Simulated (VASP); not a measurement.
# Nd3Si2I (I4/mmm) in VASP: further runs, part 2 of 3

VASP 6.6.1. Earlier steps stand in the parts before.

## Step 3: Single point, PBE

This run uses another cell than the first one, of 38.51 Å³/atom.

File INCAR:

```
PREC     = Accurate       # precision mode
ENCUT    = 500            # plane-wave cutoff, eV
EDIFF    = 1E-6           # SCF threshold, eV
ISMEAR   = 0              # smearing method
SIGMA    = 0.15           # smearing width, eV
LREAL    = F              # projectors in reciprocal space
LASPH    = T              # aspherical terms in the spheres
NELM     = 200            # most SCF steps
ALGO     = Normal         # electronic algorithm
ISIF     = 2              # what is computed and relaxed
LWAVE    = F              # write WAVECAR
LCHARG   = F              # write CHGCAR
GGA      = PE             # functional
NBANDS   = 33             # bands
GGA_COMPAT= F            
LMAXMIX  = 6              # l up to which the mixer works
```

File KPOINTS:

```
Automatic mesh
0
Gamma
  4 4 4
```

File POSCAR:

```
Nd3Si2I
1.0
   -2.6983221299      2.6983221299      7.9341920667
    2.6983221299     -2.6983221299      7.9341920667
    2.6983221299      2.6983221299     -7.9341920667
Nd Si I
3 2 1
Direct
    0.7500000000      0.2500000000      0.5000000000
    0.5000000000      0.5000000000      0.0000000000
    0.2500000000      0.7500000000      0.5000000000
    0.6755782473      0.6755782473      0.0000000000
    0.3244217527      0.3244217527      0.0000000000
    0.0000000000      0.0000000000      0.0000000000
```

Potentials or basis: VASP PAW PBE potentials, release 64 (Nd_3, Si, I), 4f in core.

The run is started by

```console
cat potpaw_PBE.64/Nd_3/POTCAR potpaw_PBE.64/Si/POTCAR potpaw_PBE.64/I/POTCAR > POTCAR
mpirun -np 1 vasp_std > vasp.out
```

OUTCAR:

```text
PREC = Accurate
   ENCUT = 500
   EDIFF = 1E-6
   ISMEAR = 0
   LREAL = F
   LASPH = T
   NELM = 200
   ISIF = 2
   GGA = PE

 ion  position               nearest neighbor table
   1  0.750  0.250  0.500-   5 2.95   4 2.95   5 2.95   4 2.95
   2  0.500  0.500  0.000-   4 2.79   5 2.79
   3  0.250  0.750  0.500-   5 2.95   4 2.95   5 2.95   4 2.95
   4  0.676  0.676  0.000-   2 2.79   1 2.95   3 2.95   1 2.95   3 2.95
   5  0.324  0.324  0.000-   2 2.79   1 2.95   3 2.95   3 2.95   1 2.95
   6  0.000  0.000  0.000-

  LATTYP: Found a body centered tetragonal cell.
 ALAT       =     5.3966442598
 C/A-ratio  =     2.9404169275

  Lattice vectors:

 A1 = (  -2.6983221299,   2.6983221299,   7.9341920667)
 A2 = (   2.6983221299,  -2.6983221299,   7.9341920667)
 A3 = (   2.6983221299,   2.6983221299,  -7.9341920667)

Analysis of symmetry for initial positions (statically):
=====================================================================
 Subroutine PRICEL returns:
 Original cell was already a primitive cell.

 Routine SETGRP: Setting up the symmetry group for a
 body centered tetragonal supercell.

 Subroutine GETGRP returns: Found 16 space group operations
 (whereof 16 operations were pure point group operations)
 out of a pool of 16 trial point group operations.

The static configuration has the point symmetry D_4h.

Analysis of symmetry for dynamics (positions and initial velocities):
=====================================================================
 Subroutine PRICEL returns:
 Original cell was already a primitive cell.

 Routine SETGRP: Setting up the symmetry group for a
 body centered tetragonal supercell.

 Subroutine GETGRP returns: Found 16 space group operations
 (whereof 16 operations were pure point group operations)
 out of a pool of 16 trial point group operations.

The dynamic configuration has the point symmetry D_4h.

 Subroutine INISYM returns: Found 16 space group operations
 (whereof 16 operations are pure point group operations),
 and found     1 'primitive' translations

----------------------------------------------------------------------------------------

                                     Primitive cell

  volume of cell :     231.0736

  direct lattice vectors                    reciprocal lattice vectors
    -2.698322130  2.698322130  7.934192067     0.000000000  0.185300337  0.063018389
     2.698322130 -2.698322130  7.934192067     0.185300337  0.000000000  0.063018389
     2.698322130  2.698322130 -7.934192067     0.185300337  0.185300337  0.000000000

  length of vectors
     8.804163128  8.804163128  8.804163128     0.195723101  0.195723101  0.262054250

  position of ions in fractional coordinates (direct lattice)
     0.750000000  0.250000000  0.500000000
     0.500000000  0.500000000  0.000000000
     0.250000000  0.750000000  0.500000000
     0.675578247  0.675578247  0.000000000
     0.324421753  0.324421753  0.000000000
     0.000000000  0.000000000  0.000000000

  ion indices of the primitive-cell ions
   primitive index   ion index
                 1           1
                 2           2
                 3           3
[... 26 lines left out ...]
 ===========================================

 Found     13 irreducible k-points:

 Following reciprocal coordinates:
            Coordinates               Weight
  0.000000  0.000000  0.000000      1.000000
  0.250000  0.000000 -0.000000      8.000000
  0.500000  0.000000 -0.000000      4.000000
  0.250000  0.250000 -0.000000      8.000000
  0.500000  0.250000 -0.000000     16.000000
 -0.250000  0.250000  0.000000      4.000000
  0.500000  0.500000 -0.000000      2.000000
  0.250000  0.250000  0.250000      2.000000
 -0.250000  0.250000  0.250000      4.000000
  0.500000  0.500000  0.250000      4.000000
 -0.250000  0.500000  0.250000      8.000000
 -0.250000 -0.250000  0.250000      2.000000
  0.500000  0.500000  0.500000      1.000000
   k-points           NKPTS =     13   k-points in BZ     NKDIM =     13   number of bands    NBANDS=     33
   number of dos      NEDOS =    301   number of ions     NIONS =      6
   total plane-waves  NPLWV = 262144
   dimension x,y,z NGX =    64 NGY =   64 NGZ =   64
   dimension x,y,z NGXF=   128 NGYF=  128 NGZF=  128
   ions per type =               3   2   1
   NGX,Y,Z   is equivalent  to a cutoff of  12.08, 12.08, 12.08 a.u.
   NGXF,Y,Z  is equivalent  to a cutoff of  24.17, 24.17, 24.17 a.u.
 SYSTEM =  unknown system
   PREC   = accura    normal or accurate (medium, high low for compatibility)
   ISTART =      0    job   : 0-new  1-cont  2-samecut
   ICHARG =      2    charge: 1-file 2-atom 10-const
   ISPIN  =      1    spin polarized calculation?
   LNONCOLLINEAR =      F non collinear calculations
   LSORBIT =      F    spin-orbit coupling
   LASPH  =      T    aspherical Exc in radial PAW
   ENCUT  =  500.0 eV  36.75 Ry    6.06 a.u.  16.05 16.05 16.05*2*pi/ulx,y,z
   NELM   =    200;   NELMIN=  2; NELMDL= -5     # of ELM steps
   EDIFF  = 0.1E-05   stopping-criterion for ELM
   LREAL  =      F    real-space projection
   EDIFFG = 0.1E-04   stopping-criterion for IOM
   NSW    =      0    number of steps for IOM
[... 5 lines left out ...]
   TEBEG  =    0.0;   TEEND  =   0.0 temperature during run
   PSTRESS=    0.0 pullay stress
   NELECT =      48.0000    total number of electrons
   NUPDOWN=      -1.0000    fix difference up-down
   EMIN   =  10.00;   EMAX   =-10.00  energy-range for DOS
   EFERMI =   0.00;   METHOD = LEGACY
   ISMEAR =     0;   SIGMA  =   0.15  broadening in eV -4-tet -1-fermi 0-gaus
   EFERMI_NEDOS =   21; number of points for ismear=-14 and -15
   IALGO  =     38    algorithm
   IMIX   =      4    mixing-type and parameters
     AMIX     =   0.40;   BMIX     =  1.00
     AMIX_MAG =   1.60;   BMIX_MAG =  1.00
  volume/ion in A,a.u.               =      38.51       259.89
  Fermi-wavevector in a.u.,A,eV,Ry     =   0.969554  1.832191 12.789941  0.940034
  Thomas-Fermi vector in A             =   2.099616
   LORBIT       =      0    0 simple, 1 ext, 2 COOP (PROOUT), +10 PAW based schemes
   GGA     = PE    functional components
   LHFCALC =     F    Hartree Fock is set to
   AEXX    =    0.0000 exact exchange contribution
   IVDW    =     0    specifies the selected vdW correction
   LEPSILON=     F    determine dielectric tensor
   LRPA    =     F    only Hartree local field effects (RPA)
 non-spin polarized calculation
 Gauss-broadening in eV      SIGMA  =   0.15
  energy-cutoff  :      500.00
  volume of cell :      231.07
 maximum number of plane-waves:      5890
   NGX = 33   NGY = 33   NGZ = 33

 number of electron      48.0000000 magnetization

 Free energy of the ion-electron system (eV)
  ---------------------------------------------------
  ext. energy  EPLUGINS =         0.00000000
  ---------------------------------------------------
  free energy    TOTEN  =       -28.21228650 eV

  energy without entropy =      -28.19541479  energy(sigma->0) =      -28.20385065

 E-fermi :   2.6678     XC(G=0):  -8.2606

 val. band max:        2.5563542345   @ k =  -0.2500   0.2500   0.0000
 cond. band min:       2.6696384813   @ k =   0.5000   0.5000   0.5000
 fundamental gap:      0.1132842468
 Fermi energy:         2.6677980594

 k-point     1 :       0.0000    0.0000    0.0000
  band No.  band energies     occupation
      1     -36.5020      2.00000
      2     -35.2420      2.00000
      3     -35.1900      2.00000
      4     -17.6928      2.00000
      5     -17.6928      2.00000
      6     -17.3395      2.00000
[... 457 lines left out ...]
     32       5.5249      0.00000
     33       5.6821      0.00000

------------------------ aborting loop because EDIFF is reached ----------------------------------------

  FORCE on cell =-STRESS in cart. coord.  units (eV):
  Direction    XX          YY          ZZ          XY          YZ          ZX
  --------------------------------------------------------------------------------------
  -------------------------------------------------------------------------------------
  Total       -0.4786544     -0.4786544      0.0653294      0.0000000     -0.0000000      0.0000000
  in kB       -3.3188096     -3.3188096      0.4529693      0.0000000     -0.0000000      0.0000000
  external PRESSURE =      -2.0615499 kB  Pullay stress =       0.0000000 kB

 VOLUME and BASIS-vectors are now :
 -----------------------------------------------------------------------------
  energy-cutoff  :      500.00
  volume of cell :      231.07
      direct lattice vectors                 reciprocal lattice vectors
    -2.698322130  2.698322130  7.934192067     0.000000000  0.185300337  0.063018389
     2.698322130 -2.698322130  7.934192067     0.185300337  0.000000000  0.063018389
     2.698322130  2.698322130 -7.934192067     0.185300337  0.185300337  0.000000000

 POSITION                                       TOTAL-FORCE (eV/Angst)
 -----------------------------------------------------------------------------------
     -0.00000      2.69832      3.96710         0.000000      0.000000     -0.000000
      0.00000      0.00000      7.93419         0.000000      0.000000      0.000000
      2.69832     -0.00000      3.96710         0.000000      0.000000      0.000000
      0.00000      0.00000     10.72034         0.000000      0.000000      0.070528
      0.00000      0.00000      5.14805        -0.000000     -0.000000     -0.070528
      0.00000      0.00000      0.00000         0.000000      0.000000      0.000000
 -----------------------------------------------------------------------------------
    total drift:                               -0.000000     -0.000000     -0.000000

  FREE ENERGIE OF THE ION-ELECTRON SYSTEM (eV)
  ---------------------------------------------------
  free  energy   TOTEN  =       -28.2122865017 eV

  energy  without entropy=      -28.1954147890  energy(sigma->0) =      -28.20385065
```

Run time: 2.5 min. Hardware: 1 thread of AMD EPYC 9R45 (Zen 5), shared host; peak memory 0.58 GiB.

What came out:

```yaml
Free_energy: -28.2123 eV
Pressure: -0.2 GPa
Largest_force: 0.071 eV/Å
Band_gap_on_the_k_mesh: zero (bands 24 and 25 overlap by 0.48 eV)
```

Forces on the atoms (eV/Å):
```
Nd   0.000  0.000  0.000
Nd   0.000  0.000  0.000
Nd   0.000  0.000  0.000
Si   0.000  0.000  0.071
Si   0.000  0.000 -0.071
I    0.000  0.000  0.000
```

Levels at points of the mesh, in eV from the Fermi level:
| k point | band 21 | band 22 | band 23 | band 24 | band 25 | band 26 | band 27 | band 28 |
| --- | --- | --- | --- | --- | --- | --- | --- | --- |
| (0.00, 0.00, 0.00) | -0.87 | -0.66 | -0.66 | -0.58 | -0.20 | 0.13 | 0.19 | 1.07 |
| (0.50, 0.00, 0.00) | -1.11 | -1.06 | -0.70 | -0.51 | 1.16 | 1.26 | 1.34 | 1.35 |
| (0.50, 0.50, 0.00) | -1.08 | -0.85 | -0.48 | 0.28 | 0.29 | 0.62 | 1.08 | 1.28 |
| (0.50, 0.50, 0.50) | -1.35 | -0.90 | -0.17 | 0.00 | 0.00 | 0.01 | 0.34 | 1.01 |

Caveat: spin-orbit coupling is left out, which moves the levels of the heavy elements; the 4f electrons are frozen in the core, so they carry no moment and show no levels; the run has no spin polarisation, though such a crystal can be magnetic.

(Continued in part 3 of 3.)

The gap in the log of VASP goes by the Fermi energy; the results here count the filled bands.